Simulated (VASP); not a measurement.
# MnS (P6_3mc) in VASP: single point with PBEsol+U

Aim: the single point of MnS with PBEsol+U.

Everything below comes from runs of VASP 6.6.1. Logs are shortened: lines on timing, memory, paths and dates and some standing lists are left out, and cuts for length are marked.

## (1) The cell of the first run

Symmetry: P6_3mc, No. 186, hexagonal system. Conventional cell: a = 3.976 Å, b = 3.976 Å, c = 6.432 Å, α = 90.00°, β = 90.00°, γ = 120.00°. Mn (site symmetry 3m) has 4 S at 2.41 to 2.48 Å within 3.2 Å. S (site symmetry 3m) has 4 Mn at 2.41 to 2.48 Å within 3.2 Å.

## (2) Single point, PBEsol+U, collinear spin, ferrimagnetic start

INCAR

```
SYSTEM = MnS
PREC = Accurate ; ENCUT = 520
EDIFF = 1E-7 ; ISMEAR = 0
SIGMA = 0.05 ; LREAL = .False.
LASPH = .True. ; NELM = 150
ALGO = Normal ; ISIF = 2
LWAVE = .False. ; LCHARG = .False.
ISPIN = 2 ; MAGMOM = 4.31 -0.87 4.31 -0.87 0.02 0.02 0.02 0.02
LORBIT = 11 ; LMAXMIX = 4
LDAU = .True. ; LDAUTYPE = 2
LDAUL = 2 -1 ; LDAUU = 4 0
LDAUJ = 0 0 ; LDAUPRINT = 1
GGA = PS ; NBANDS = 52
```

KPOINTS

```
Automatic mesh
0
Gamma
  6 6 2
  0 0 0
```

POSCAR

```
MnS
1.0
    3.9760016100      0.0000000000      0.0000000000
   -1.9880008000      3.4433184000      0.0000000000
    0.0000000000      0.0000000000     12.8640010000
Mn S
4 4
Direct
    0.3333333333      0.6666666667      0.0000000000
    0.6666666667      0.3333333333      0.2500000000
    0.3333333333      0.6666666667      0.5000000000
    0.6666666667      0.3333333333      0.7500000000
    0.3333333333      0.6666666667      0.1925000000
    0.6666666667      0.3333333333      0.4425000000
    0.3333333333      0.6666666667      0.6925000000
    0.6666666667      0.3333333333      0.9425000000
```

Potentials or basis: VASP PAW PBE potentials, release 64 (Mn_pv, S).

Command:

```console
cat potpaw_PBE.64/Mn_pv/POTCAR potpaw_PBE.64/S/POTCAR > POTCAR
mpirun -np 1 vasp_std > vasp.out
```

OUTCAR:

```text
SYSTEM = MnS
   PREC = Accurate
   ENCUT = 520
   EDIFF = 1E-7
   ISMEAR = 0
   LREAL = .False.
   LASPH = .True.
   NELM = 150
   ISIF = 2
   ISPIN = 2
   LORBIT = 11
   GGA = PS

 ion  position               nearest neighbor table
   1  0.333  0.667  0.000-   8 2.41   8 2.41   8 2.41   5 2.48
   2  0.667  0.333  0.250-   5 2.41   5 2.41   5 2.41   6 2.48
   3  0.333  0.667  0.500-   6 2.41   6 2.41   6 2.41   7 2.48
   4  0.667  0.333  0.750-   7 2.41   7 2.41   7 2.41   8 2.48
   5  0.333  0.667  0.193-   2 2.41   2 2.41   2 2.41   1 2.48
   6  0.667  0.333  0.443-   3 2.41   3 2.41   3 2.41   2 2.48
   7  0.333  0.667  0.693-   4 2.41   4 2.41   4 2.41   3 2.48
   8  0.667  0.333  0.943-   1 2.41   1 2.41   1 2.41   4 2.48
[... 7 lines left out ...]
 A1 = (   3.9760016100,   0.0000000000,   0.0000000000)
 A2 = (  -1.9880008000,   3.4433184000,   0.0000000000)
 A3 = (   0.0000000000,   0.0000000000,  12.8640010000)

Analysis of symmetry for initial positions (statically):
=====================================================================
 Subroutine PRICEL returns following result:

  LATTYP: Found a hexagonal cell.
 ALAT       =     3.9760016100
 C/A-ratio  =     1.6177057081
[... 12 lines left out ...]
 Subroutine GETGRP returns: Found 12 space group operations
 (whereof  6 operations were pure point group operations)
 out of a pool of 24 trial point group operations.

The static configuration has the point symmetry C_3v.
 The point group associated with its full space group is C_6v.

Analysis of symmetry for dynamics (positions and initial velocities):
=====================================================================
 Subroutine PRICEL returns following result:

  LATTYP: Found a hexagonal cell.
 ALAT       =     3.9760016100
 C/A-ratio  =     1.6177057081
[... 12 lines left out ...]
 Subroutine GETGRP returns: Found 12 space group operations
 (whereof  6 operations were pure point group operations)
 out of a pool of 24 trial point group operations.

The dynamic configuration has the point symmetry C_3v.
 The point group associated with its full space group is C_6v.

Analysis of structural, dynamic, and magnetic symmetry:
=====================================================================
 Subroutine PRICEL returns following result:

  LATTYP: Found a hexagonal cell.
 ALAT       =     3.9760016100
 C/A-ratio  =     1.6177057081
[... 12 lines left out ...]
 Subroutine GETGRP returns: Found  6 space group operations
 (whereof  6 operations were pure point group operations)
 out of a pool of 24 trial point group operations.

The overall configuration has the point symmetry C_3v.

 Subroutine INISYM returns: Found  6 space group operations
 (whereof  6 operations are pure point group operations),
 and found     2 'primitive' translations

----------------------------------------------------------------------------------------

                                     Primitive cell

  volume of cell :      88.0582

  direct lattice vectors                    reciprocal lattice vectors
     3.976001610  0.000000000  0.000000000     0.251508952  0.145208761  0.000000000
    -1.988000800  3.443318400  0.000000000     0.000000000  0.290417523  0.000000000
     0.000000000  0.000000000  6.432000500     0.000000000  0.000000000  0.155472625

  length of vectors
     3.976001610  3.976001608  6.432000500     0.290417523  0.290417523  0.155472625

  position of ions in fractional coordinates (direct lattice)
     0.333333333  0.666666667  0.000000000
     0.666666667  0.333333333  0.500000000
     0.333333333  0.666666667  0.385000000
     0.666666667  0.333333333  0.885000000

  ion indices of the primitive-cell ions
   primitive index   ion index
                 1           1
                 2           2
                 3           5
                 4           8

----------------------------------------------------------------------------------------

 KPOINTS: Automatic mesh

Automatic generation of k-mesh.
[... 80 lines left out ...]
 LDA+U is selected, type is set to LDAUTYPE =  2
   angular momentum for each species LDAUL =     2   -1
   U (eV)           for each species LDAUU =   4.0  0.0
   J (eV)           for each species LDAUJ =   0.0  0.0
   GGA     = PS    functional components
   LHFCALC =     F    Hartree Fock is set to
   AEXX    =    0.0000 exact exchange contribution
   IVDW    =     0    specifies the selected vdW correction
   LEPSILON=     F    determine dielectric tensor
   LRPA    =     F    only Hartree local field effects (RPA)
 spin polarized calculation
 Gauss-broadening in eV      SIGMA  =   0.05
  energy-cutoff  :      520.00
  volume of cell :      176.12
 maximum number of plane-waves:      4788
 NGX is ok and might be reduce to    30
   NGX = 15   NGY = 15   NGZ = 47

atom =   1  type =  1  l = 2

 onsite density matrix

spin component  1
[... 116 lines left out ...]
  o =  0.0205  v =  0.3902 -0.5806  0.0000  0.6107 -0.3710  0.0000  0.0000  0.0000  0.0000  0.0000      0.0000  0.0000  0.0000  0.0000  0.0000  0.0000  0.0000  0.0000  0.0000  0.0000
  o =  0.0205  v =  0.3710  0.6107  0.0000  0.5806  0.3902  0.0000  0.0000  0.0000  0.0000  0.0000      0.0000  0.0000  0.0000  0.0000  0.0000  0.0000  0.0000  0.0000  0.0000  0.0000
  o =  0.0635  v =  0.6107  0.3710  0.0000 -0.3902 -0.5806  0.0000  0.0000  0.0000  0.0000  0.0000      0.0000  0.0000  0.0000  0.0000  0.0000  0.0000  0.0000  0.0000  0.0000  0.0000
  o =  0.0635  v =  0.5806 -0.3902  0.0000 -0.3710  0.6107  0.0000  0.0000  0.0000  0.0000  0.0000      0.0000  0.0000  0.0000  0.0000  0.0000  0.0000  0.0000  0.0000  0.0000  0.0000
  o =  0.0672  v = -0.0000 -0.0000  1.0000  0.0000  0.0000  0.0000  0.0000  0.0000  0.0000  0.0000      0.0000  0.0000  0.0000  0.0000  0.0000  0.0000  0.0000  0.0000  0.0000  0.0000
  o =  0.9309  v =  0.0000  0.0000  0.0000  0.0000  0.0000 -0.3453  0.6058 -0.0000 -0.6372  0.3283      0.0000  0.0000  0.0000  0.0000  0.0000  0.0000  0.0000  0.0000  0.0000  0.0000
  o =  0.9309  v =  0.0000  0.0000  0.0000  0.0000  0.0000 -0.3283 -0.6372 -0.0000 -0.6058 -0.3453      0.0000  0.0000  0.0000  0.0000  0.0000  0.0000  0.0000  0.0000  0.0000  0.0000
  o =  0.9355  v =  0.0000  0.0000  0.0000  0.0000  0.0000 -0.0000 -0.0000 -1.0000  0.0000  0.0000      0.0000  0.0000  0.0000  0.0000  0.0000  0.0000  0.0000  0.0000  0.0000  0.0000
  o =  0.9365  v =  0.0000  0.0000  0.0000  0.0000  0.0000  0.6372  0.3283 -0.0000 -0.3453 -0.6058      0.0000  0.0000  0.0000  0.0000  0.0000  0.0000  0.0000  0.0000  0.0000  0.0000
  o =  0.9365  v =  0.0000  0.0000  0.0000  0.0000  0.0000 -0.6058  0.3453  0.0000  0.3283 -0.6372      0.0000  0.0000  0.0000  0.0000  0.0000  0.0000  0.0000  0.0000  0.0000  0.0000

 number of electron      75.9999991 magnetization       0.0002520

 Free energy of the ion-electron system (eV)
  ---------------------------------------------------
  ext. energy  EPLUGINS =         0.00000000
  ---------------------------------------------------
  free energy    TOTEN  =       -54.56706675 eV

  energy without entropy =      -54.56706675  energy(sigma->0) =      -54.56706675

 E-fermi :   3.8770     XC(G=0):  -9.4744

 val. band max:        3.5939893505   @ k =   0.0000   0.0000   0.0000
 cond. band min:       5.7483708454   @ k =   0.0000   0.0000   0.0000
 fundamental gap:      2.1543814949
 Fermi energy:         3.8770213930

 spin component 1

 k-point     1 :       0.0000    0.0000    0.0000
  band No.  band energies     occupation
      1     -46.2908      1.00000
      2     -46.2908      1.00000
      3     -46.2882      1.00000
      4     -46.2882      1.00000
      5     -46.2882      1.00000
      6     -46.2882      1.00000
[... 731 lines left out ...]
     49       9.4412      0.00000
     50       9.4412      0.00000
 Fermi energy:         3.8770213930

 spin component 2

 k-point     1 :       0.0000    0.0000    0.0000
  band No.  band energies     occupation
      1     -46.2907      1.00000
      2     -46.2907      1.00000
      3     -46.2880      1.00000
      4     -46.2880      1.00000
      5     -46.2880      1.00000
      6     -46.2880      1.00000
[... 731 lines left out ...]
     49       9.4413      0.00000
     50       9.4413      0.00000
 [bands above 50 left out]

------------------------ aborting loop because EDIFF is reached ----------------------------------------

  FORCE on cell =-STRESS in cart. coord.  units (eV):
  Direction    XX          YY          ZZ          XY          YZ          ZX
  --------------------------------------------------------------------------------------
  -------------------------------------------------------------------------------------
  Total        2.6194030      2.6194030     -1.4691058      0.0000000      0.0000000     -0.0000000
  in kB       23.8293996     23.8293996    -13.3648432      0.0000000      0.0000000     -0.0000000
  external PRESSURE =      11.4313187 kB  Pullay stress =       0.0000000 kB

 VOLUME and BASIS-vectors are now :
 -----------------------------------------------------------------------------
  energy-cutoff  :      520.00
  volume of cell :      176.12
      direct lattice vectors                 reciprocal lattice vectors
     3.976001610  0.000000000  0.000000000     0.251508952  0.145208761  0.000000000
    -1.988000800  3.443318400  0.000000000     0.000000000  0.290417523  0.000000000
     0.000000000  0.000000000 12.864001000     0.000000000  0.000000000  0.077736312

 POSITION                                       TOTAL-FORCE (eV/Angst)
 -----------------------------------------------------------------------------------
      0.00000      2.29555      0.00000         0.000000     -0.000000      0.341778
      1.98800      1.14777      3.21600        -0.000000     -0.000000      0.341742
      0.00000      2.29555      6.43200         0.000000     -0.000000      0.341778
      1.98800      1.14777      9.64800         0.000000     -0.000000      0.341742
      0.00000      2.29555      2.47632        -0.000000      0.000000     -0.341784
      1.98800      1.14777      5.69232        -0.000000     -0.000000     -0.341736
      0.00000      2.29555      8.90832         0.000000      0.000000     -0.341784
      1.98800      1.14777     12.12432        -0.000000     -0.000000     -0.341736
 -----------------------------------------------------------------------------------
    total drift:                               -0.000001     -0.000001      0.000538

  FREE ENERGIE OF THE ION-ELECTRON SYSTEM (eV)
  ---------------------------------------------------
  free  energy   TOTEN  =       -54.5670667506 eV

  energy  without entropy=      -54.5670667506  energy(sigma->0) =      -54.56706675

 total charge

# of ion       s       p       d       tot
------------------------------------------
    1        0.266   6.216   4.887  11.370
    2        0.266   6.216   4.887  11.370
    3        0.266   6.216   4.887  11.370
    4        0.266   6.216   4.887  11.370
    5        1.306   2.460   0.000   3.766
    6        1.306   2.460   0.000   3.766
    7        1.306   2.460   0.000   3.766
    8        1.306   2.460   0.000   3.766
--------------------------------------------------
tot          6.289  34.706  19.548  60.543

 magnetization (x)

# of ion       s       p       d       tot
------------------------------------------
    1        0.037   0.050   4.425   4.513
    2       -0.037  -0.050  -4.425  -4.513
    3        0.037   0.050   4.425   4.513
    4       -0.037  -0.050  -4.425  -4.513
    5       -0.001  -0.004   0.000  -0.005
    6        0.001   0.004   0.000   0.005
    7       -0.001  -0.004   0.000  -0.005
    8        0.001   0.004   0.000   0.005
--------------------------------------------------
tot          0.000  -0.000  -0.000  -0.000
```

Wall time 4.6 min (1 thread of Intel Xeon Platinum 8488C (Sapphire Rapids), shared host); peak memory 0.44 GiB.

Results:

| Quantity | Value |
| --- | --- |
| Free energy | -54.5671 eV |
| Pressure | 1.1 GPa |
| Largest force | 0.342 eV/Å |
| Band gap on the k mesh | 2.15 eV |
| Net moment | 0.00 μB per cell |
| Site moments | Mn +4.51, -4.51 (each value once); S -0.01, +0.01 (each value once) μB |
| Valence electrons inside the program's atomic spheres | Mn 11.37; S 3.77 |

Forces on the atoms (eV/Å):
```
Mn   0.000  0.000  0.342
Mn   0.000  0.000  0.342
Mn   0.000  0.000  0.342
Mn   0.000  0.000  0.342
S    0.000  0.000 -0.342
S    0.000  0.000 -0.342
S    0.000  0.000 -0.342
S    0.000  0.000 -0.342
```

Eigenvalues of the final occupation matrices:
| site | spin | trace | eigenvalues |
| --- | --- | --- | --- |
| site 1 d | 1 | 4.67 | 0.93 0.93 0.94 0.94 0.94 |
| site 1 d | 2 | 0.24 | 0.02 0.02 0.06 0.06 0.07 |
| site 2 d | 1 | 0.24 | 0.02 0.02 0.06 0.06 0.07 |
| site 2 d | 2 | 4.67 | 0.93 0.93 0.94 0.94 0.94 |
| site 3 d | 1 | 4.67 | 0.93 0.93 0.94 0.94 0.94 |
| site 3 d | 2 | 0.24 | 0.02 0.02 0.06 0.06 0.07 |
| site 4 d | 1 | 0.24 | 0.02 0.02 0.06 0.06 0.07 |
| site 4 d | 2 | 4.67 | 0.93 0.93 0.94 0.94 0.94 |

Caveat: the PAW data sets were made with another functional, which shifts forces and pressure a little. A k mesh can miss the band edges.
